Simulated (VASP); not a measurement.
# AlNi (Pm) in VASP: a series of runs

Runs on AlNi. Level: PBE. Tasks: single point.

Program: VASP 6.6.1. These are calculated values, not measurements. Logs are shortened: lines on timing, memory, paths and dates and some standing lists are left out, and cuts for length are marked.

**1. The cell of the first run**

The structure is monoclinic, space group Pm (No. 6). The conventional cell has a = 2.893 Å, b = 2.893 Å, c = 8.723 Å, α = 90.00°, β = 95.71°, γ = 90.00°. Within 2.9 Å of Al (site symmetry m) lie 6 Ni at 2.13 to 2.51 Å and 5 Al at 2.89 Å. Within 3.3 Å of Al (site symmetry m) lie 8 Ni at 2.51 Å and 6 Al at 2.89 to 3.02 Å. Al (site symmetry m) has 8 Ni at 2.51 Å and 6 Al at 2.89 Å within 3.3 Å. Within 2.9 Å of Ni (site symmetry m) lie 6 Al at 2.13 to 2.51 Å and 5 Ni at 2.89 Å. Ni (site symmetry m) has 8 Al at 2.51 Å and 6 Ni at 2.89 Å within 3.3 Å. Ni (site symmetry m) has 8 Al at 2.51 Å and 6 Ni at 2.89 to 3.02 Å within 3.3 Å.

**2. Single point, PBE (the part above a cut slid along it)**

Contents of INCAR:

```
SYSTEM = AlNi
PREC = Accurate
ENCUT = 520
EDIFF = 1E-7
ISMEAR = 0
SIGMA = 0.15
LREAL = .FALSE.
LASPH = .TRUE.
NELM = 100
ALGO = Fast
ISIF = 2
LWAVE = .FALSE.
LCHARG = .TRUE.
GGA = PE
LELF = .TRUE.
LVHAR = .TRUE.
NBANDS = 28
```

Contents of KPOINTS:

```
regular mesh
0
G
  20 20 7
  0 0 0
```

Contents of POSCAR:

```
AlNi
1.0
    0.0000000000     -2.8930835334      0.0000000000
    0.0000000000      0.0000000000     -2.8930835334
    8.6792506003     -0.8679250600      0.0000000000
Al Ni
3 3
Direct
   -0.2749950000      1.0000000000      0.9166500000
   -0.0749950000      1.0000000000      0.2499833333
   -0.1749950000      1.0000000000      0.5833166667
    0.4750050000      0.5000000000      0.0833166667
    0.3750050000      0.5000000000      0.4166500000
    0.2750050000      0.5000000000      0.7499833333
```

Potentials or basis: VASP PAW PBE potentials, release 64 (Al, Ni).

Run with:

```console
> cat potpaw_PBE.64/Al/POTCAR potpaw_PBE.64/Ni/POTCAR > POTCAR
> mpirun -np 1 vasp_std > vasp.out
```

OUTCAR:

```text
SYSTEM = AlNi
   PREC = Accurate
   ENCUT = 520
   EDIFF = 1E-7
   ISMEAR = 0
   LREAL = .FALSE.
   LASPH = .TRUE.
   NELM = 100
   ISIF = 2
   GGA = PE

 ion  position               nearest neighbor table
   1  0.725  0.000  0.917-   4 2.13   4 2.13   6 2.51   6 2.51   6 2.51   6 2.51   3 2.89   2 3.02
                             4 3.09   4 3.09
   2  0.925  0.000  0.250-   4 2.51   4 2.51   4 2.51   4 2.51   5 2.51   5 2.51   5 2.51   5 2.51
                             3 2.89   1 3.02
   3  0.825  0.000  0.583-   6 2.51   6 2.51   6 2.51   6 2.51   5 2.51   5 2.51   5 2.51   5 2.51
                             1 2.89   2 2.89
   4  0.475  0.500  0.083-   1 2.13   1 2.13   2 2.51   2 2.51   2 2.51   2 2.51   5 2.89   6 3.02
                             1 3.09   1 3.09
   5  0.375  0.500  0.417-   2 2.51   2 2.51   3 2.51   3 2.51   2 2.51   2 2.51   3 2.51   3 2.51
                             4 2.89   6 2.89
   6  0.275  0.500  0.750-   3 2.51   3 2.51   3 2.51   3 2.51   1 2.51   1 2.51   1 2.51   1 2.51
                             5 2.89   4 3.02

  LATTYP: Found a simple monoclinic cell.
 ALAT       =     2.8930835334
 B/A-ratio  =     1.0000000000
 C/A-ratio  =     3.0149626864
 COS(beta)  =    -0.0995037190

  Lattice vectors:

 A1 = (   0.0000000000,  -2.8930835334,   0.0000000000)
 A2 = (   0.0000000000,   0.0000000000,   2.8930835334)
 A3 = (  -8.6792506003,   0.8679250600,   0.0000000000)

Analysis of symmetry for initial positions (statically):
=====================================================================
 Subroutine PRICEL returns:
 Original cell was already a primitive cell.

 Routine SETGRP: Setting up the symmetry group for a
 simple monoclinic supercell.

 Subroutine GETGRP returns: Found  2 space group operations
 (whereof  2 operations were pure point group operations)
 out of a pool of  4 trial point group operations.

The static configuration has the point symmetry C_1h.

Analysis of symmetry for dynamics (positions and initial velocities):
=====================================================================
 Subroutine PRICEL returns:
 Original cell was already a primitive cell.

 Routine SETGRP: Setting up the symmetry group for a
 simple monoclinic supercell.

 Subroutine GETGRP returns: Found  2 space group operations
 (whereof  2 operations were pure point group operations)
 out of a pool of  4 trial point group operations.

The dynamic configuration has the point symmetry C_1h.

 Subroutine INISYM returns: Found  2 space group operations
 (whereof  2 operations are pure point group operations),
 and found     1 'primitive' translations

----------------------------------------------------------------------------------------

                                     Primitive cell

  volume of cell :      72.6447

  direct lattice vectors                    reciprocal lattice vectors
     0.000000000 -2.893083533  0.000000000    -0.034565196 -0.345651962  0.000000000
     0.000000000  0.000000000 -2.893083533     0.000000000  0.000000000 -0.345651962
     8.679250600 -0.867925060  0.000000000     0.115217321  0.000000000  0.000000000

  length of vectors
     2.893083533  2.893083533  8.722538902     0.347375923  0.345651962  0.115217321

  position of ions in fractional coordinates (direct lattice)
     0.725005000  0.000000000  0.916650000
     0.925005000  0.000000000  0.249983333
     0.825005000  0.000000000  0.583316667
     0.475005000  0.500000000  0.083316667
     0.375005000  0.500000000  0.416650000
     0.275005000  0.500000000  0.749983333

  ion indices of the primitive-cell ions
   primitive index   ion index
                 1           1
                 2           2
                 3           3
                 4           4
                 5           5
                 6           6

----------------------------------------------------------------------------------------

 KPOINTS: regular mesh

Automatic generation of k-mesh.
 Grid dimensions read from file:
 generate k-points for:   20   20    7

 Generating k-lattice:

  Cartesian coordinates                     Fractional coordinates (reciprocal lattice)
    -0.001728260 -0.017282598  0.000000000     0.050000000  0.000000000  0.000000000
     0.000000000  0.000000000 -0.017282598     0.000000000  0.050000000  0.000000000
     0.016459617  0.000000000  0.000000000     0.000000000  0.000000000  0.142857143

  Length of vectors
     0.017368796  0.017282598  0.016459617

  Shift w.r.t. Gamma in fractional coordinates (k-lattice)
     0.000000000  0.000000000  0.000000000

 Subroutine IBZKPT returns following result:
 ===========================================

 Found    781 irreducible k-points:

 Following reciprocal coordinates:
            Coordinates               Weight
  0.000000  0.000000  0.000000      1.000000
  0.050000  0.000000  0.000000      2.000000
  0.100000  0.000000  0.000000      2.000000
  0.150000  0.000000 -0.000000      2.000000
  0.200000  0.000000  0.000000      2.000000
  0.250000  0.000000 -0.000000      2.000000
[... 16 lines left out ...]
  0.000000  0.100000  0.000000      2.000000
  0.050000  0.100000  0.000000      4.000000
 [... further k-points ...]
   k-points           NKPTS =    781   k-points in BZ     NKDIM =    781   number of bands    NBANDS=     28
   number of dos      NEDOS =    301   number of ions     NIONS =      6
   total plane-waves  NPLWV =  40320
   dimension x,y,z NGX =    24 NGY =   24 NGZ =   70
   dimension x,y,z NGXF=    48 NGYF=   48 NGZF=  140
   ions per type =               3   3
   NGX,Y,Z   is equivalent  to a cutoff of  13.79, 13.79, 13.34 a.u.
   NGXF,Y,Z  is equivalent  to a cutoff of  27.58, 27.58, 26.68 a.u.
 SYSTEM =  AlNi
   PREC   = accura    normal or accurate (medium, high low for compatibility)
   ISTART =      0    job   : 0-new  1-cont  2-samecut
   ICHARG =      2    charge: 1-file 2-atom 10-const
   ISPIN  =      1    spin polarized calculation?
   LNONCOLLINEAR =      F non collinear calculations
   LSORBIT =      F    spin-orbit coupling
   LASPH  =      T    aspherical Exc in radial PAW
   ENCUT  =  520.0 eV  38.22 Ry    6.18 a.u.   5.38  5.38 16.22*2*pi/ulx,y,z
   NELM   =    100;   NELMIN=  2; NELMDL= -5     # of ELM steps
   EDIFF  = 0.1E-06   stopping-criterion for ELM
   LREAL  =      F    real-space projection
   EDIFFG = 0.1E-05   stopping-criterion for IOM
   NSW    =      0    number of steps for IOM
   IBRION =     -1    ionic relax: 0-MD 1-quasi-New 2-CG
   NFREE  =      0    steps in history (QN), initial steepest desc. (CG)
   ISIF   =      2    stress and relaxation
   ISYM   =      2    0-nonsym 1-usesym 2-fastsym
   POTIM  = 0.5000    time-step for ionic-motion
   TEBEG  =    0.0;   TEEND  =   0.0 temperature during run
   PSTRESS=    0.0 pullay stress
   NELECT =      39.0000    total number of electrons
   NUPDOWN=      -1.0000    fix difference up-down
   EMIN   =  10.00;   EMAX   =-10.00  energy-range for DOS
   EFERMI =   0.00;   METHOD = LEGACY
   ISMEAR =     0;   SIGMA  =   0.15  broadening in eV -4-tet -1-fermi 0-gaus
   EFERMI_NEDOS =   21; number of points for ismear=-14 and -15
   IALGO  =     68    algorithm
   IMIX   =      4    mixing-type and parameters
     AMIX     =   0.40;   BMIX     =  1.00
     AMIX_MAG =   1.60;   BMIX_MAG =  1.00
  volume/ion in A,a.u.               =      12.11        81.71
  Fermi-wavevector in a.u.,A,eV,Ry     =   1.330541  2.514358 24.086934  1.770340
  Thomas-Fermi vector in A             =   2.459620
   LORBIT       =      0    0 simple, 1 ext, 2 COOP (PROOUT), +10 PAW based schemes
   GGA     = PE    functional components
   LHFCALC =     F    Hartree Fock is set to
   AEXX    =    0.0000 exact exchange contribution
   IVDW    =     0    specifies the selected vdW correction
   LEPSILON=     F    determine dielectric tensor
   LRPA    =     F    only Hartree local field effects (RPA)
 non-spin polarized calculation
 RMM-DIIS sequential band-by-band and
 Gauss-broadening in eV      SIGMA  =   0.15
  energy-cutoff  :      520.00
  volume of cell :       72.64
 maximum number of plane-waves:      1984
 NGX is ok and might be reduce to    24
   NGX = 11   NGY = 11   NGZ = 33

 number of electron      39.0000021 magnetization

 Free energy of the ion-electron system (eV)
  ---------------------------------------------------
  ext. energy  EPLUGINS =         0.00000000
  ---------------------------------------------------
  free energy    TOTEN  =       -30.57119350 eV

  energy without entropy =      -30.54412891  energy(sigma->0) =      -30.55766120

 E-fermi :   9.8233     XC(G=0): -11.9667

 val. band max:        9.8232485806   @ k =  -0.3000   0.3500   0.2857
 cond. band min:       9.8238455960   @ k =  -0.4000   0.1000   0.1429
 fundamental gap:      0.0005970155
 Fermi energy:         9.8232556160

 k-point     1 :       0.0000    0.0000    0.0000
  band No.  band energies     occupation
      1      -1.1777      2.00000
      2       0.7650      2.00000
      3       0.8442      2.00000
      4       5.4481      2.00000
      5       5.5395      2.00000
      6       6.5457      2.00000
[... 20 lines left out ...]
     27      17.8828      0.00000
     28      17.9628      0.00000

 k-point     2 :       0.0500    0.0000    0.0000
  band No.  band energies     occupation
      1      -1.1318      2.00000
      2       0.7764      2.00000
      3       0.9179      2.00000
      4       5.4415      2.00000
      5       5.5887      2.00000
      6       6.5562      2.00000
[... 20 lines left out ...]
     27      17.8492      0.00000
     28      18.0762      0.00000

 k-point     3 :       0.1000    0.0000    0.0000
  band No.  band energies     occupation
      1      -0.9944      2.00000
      2       0.8511      2.00000
      3       1.0974      2.00000
      4       5.4566      2.00000
      5       5.6969      2.00000
      6       6.5862      2.00000
[... 616 lines left out ...]
      3       1.0139      2.00000
      4       5.5515      2.00000
      5       5.6256      2.00000
      6       6.5415      2.00000
[... 20 lines left out ...]
     27      18.0844      0.00000
     28      18.5753      0.00000

 k-point    24 :       0.0500    0.1000    0.0000
  band No.  band energies     occupation
      1      -0.9492      2.00000
      2       0.9457      2.00000
      3       1.0867      2.00000
      4       5.5427      2.00000
      5       5.6759      2.00000
      6       6.5530      2.00000
[... 20 lines left out ...]
     27      18.1522      0.00000
     28      18.5825      0.00000

 [... further k-points ...]

------------------------ aborting loop because EDIFF is reached ----------------------------------------

  FORCE on cell =-STRESS in cart. coord.  units (eV):
  Direction    XX          YY          ZZ          XY          YZ          ZX
  --------------------------------------------------------------------------------------
  -------------------------------------------------------------------------------------
  Total        4.1989387      0.4436972      3.9729746      3.4100439      0.0000000      0.0000000
  in kB       92.6074543      9.7857267     87.6238230     75.2084046      0.0000000      0.0000000
  external PRESSURE =      63.3390013 kB  Pullay stress =       0.0000000 kB

 VOLUME and BASIS-vectors are now :
 -----------------------------------------------------------------------------
  energy-cutoff  :      520.00
  volume of cell :       72.64
      direct lattice vectors                 reciprocal lattice vectors
     0.000000000 -2.893083533  0.000000000    -0.034565196 -0.345651962  0.000000000
     0.000000000  0.000000000 -2.893083533     0.000000000  0.000000000 -0.345651962
     8.679250600 -0.867925060  0.000000000     0.115217321  0.000000000  0.000000000

 POSITION                                       TOTAL-FORCE (eV/Angst)
 -----------------------------------------------------------------------------------
      7.95584     -2.89308      0.00000        -2.863331     -1.762889      0.000000
      2.16967     -2.89308      0.00000        -0.130482      0.157155      0.000000
      5.06275     -2.89308      0.00000         0.047075     -0.034283      0.000000
      0.72313     -1.44654     -1.44654         3.003446      1.695379      0.000000
      3.61621     -1.44654     -1.44654         0.012115      0.039843      0.000000
      6.50929     -1.44654     -1.44654        -0.068823     -0.095205      0.000000
 -----------------------------------------------------------------------------------
    total drift:                               -0.000205     -0.000531     -0.000000

  FREE ENERGIE OF THE ION-ELECTRON SYSTEM (eV)
  ---------------------------------------------------
  free  energy   TOTEN  =       -30.5711935014 eV

  energy  without entropy=      -30.5441289066  energy(sigma->0) =      -30.55766120
```

Wall time 47 min (1 thread of Oxide Virtual Turin-like, shared host); peak memory 1.2 GiB.

What came out:

```
Free energy            : -30.5712 eV
Pressure               : 6.3 GPa
Largest force          : 3.449 eV/Å
Band gap on the k mesh : zero (an odd number of electrons rules out a gap without spin polarisation)
```

Forces in eV/Å, atoms in the order of the input:
```
Al  -2.863 -1.763  0.000
Al  -0.130  0.157  0.000
Al   0.047 -0.034  0.000
Ni   3.003  1.695  0.000
Ni   0.012  0.040  0.000
Ni  -0.069 -0.095  0.000
```

Caveat: the cell differs from its parent crystal (the part above a cut slid along it); the stress differs along the axes, from 1 to 9 GPa; forces of over 1 eV/Å act on the atoms, so gaps and moduli don't describe the material at rest. Spin polarisation is off, so any magnetic state and its effect on volume and gap are missing.

**3. Single point, PBE (the part above a cut slid along it)**

Contents of INCAR:

```
SYSTEM = AlNi
ALGO = Fast
EDIFF = 1E-6
ENCUT = 520
GGA = PE
ISIF = 2
ISMEAR = 0
LASPH = .TRUE.
LCHARG = .TRUE.
LELF = .TRUE.
LREAL = .FALSE.
LVHAR = .TRUE.
LWAVE = .FALSE.
NBANDS = 28
NELM = 100
PREC = Accurate
SIGMA = 0.15
```

Contents of KPOINTS:

```
k-points
0
G
  20 20 7
  0 0 0
```

Contents of POSCAR:

```
AlNi
1.0
    0.0000000000     -2.8930835334      0.0000000000
    0.0000000000      0.0000000000     -2.8930835334
    8.6792506003     -1.1572334134      0.0000000000
Al Ni
3 3
Direct
   -0.3666600000      1.0000000000      0.9166500000
   -0.0999933333      1.0000000000      0.2499833333
   -0.2333266667      1.0000000000      0.5833166667
    0.4666733333      0.5000000000      0.0833166667
    0.3333400000      0.5000000000      0.4166500000
    0.2000066667      0.5000000000      0.7499833333
```

Potentials or basis: VASP PAW PBE potentials, release 64 (Al, Ni).

Run with:

```console
> cat potpaw_PBE.64/Al/POTCAR potpaw_PBE.64/Ni/POTCAR > POTCAR
> mpirun -np 1 vasp_std > vasp.out
```

Wall time 41 min (1 thread of Oxide Virtual Turin-like, shared host); peak memory 1.2 GiB.

The run converged. Its results:

```
Free energy            : -30.0853 eV
Pressure               : 9.1 GPa
Largest force          : 4.470 eV/Å
Band gap on the k mesh : zero (an odd number of electrons rules out a gap without spin polarisation)
```

Forces in eV/Å, atoms in the order of the input:
```
Al  -4.190 -1.203  0.000
Al  -0.161  0.102  0.000
Al   0.054 -0.022  0.000
Ni   4.314  1.172  0.000
Ni   0.015  0.027  0.000
Ni  -0.031 -0.077  0.000
```

Stress tensor (GPa, compression positive):
```
13.50  5.16  0.00
 5.16  0.20  0.00
 0.00  0.00 13.57
```

Levels at points of the mesh, in eV from the Fermi level:
```
           k point  band 17  band 18  band 19  band 20  band 21  band 22
(0.00, 0.00, 0.00)    -1.52    -1.47    -0.45    -0.11     5.41     5.47
(0.50, 0.00, 0.00)    -1.57    -1.47    -0.89    -0.69    -0.29     0.90
(0.00, 0.50, 0.00)    -1.69    -1.61    -1.04    -0.76    -0.70     2.96
(0.50, 0.50, 0.00)    -1.00    -0.55     0.00     0.66     0.90     1.48
```

Caveat: the cell differs from its parent crystal (the part above a cut slid along it); the stress differs along the axes, from 0 to 14 GPa; forces of over 1 eV/Å act on the atoms, so gaps and moduli don't describe the material at rest. Spin polarisation is off, so any magnetic state and its effect on volume and gap are missing.
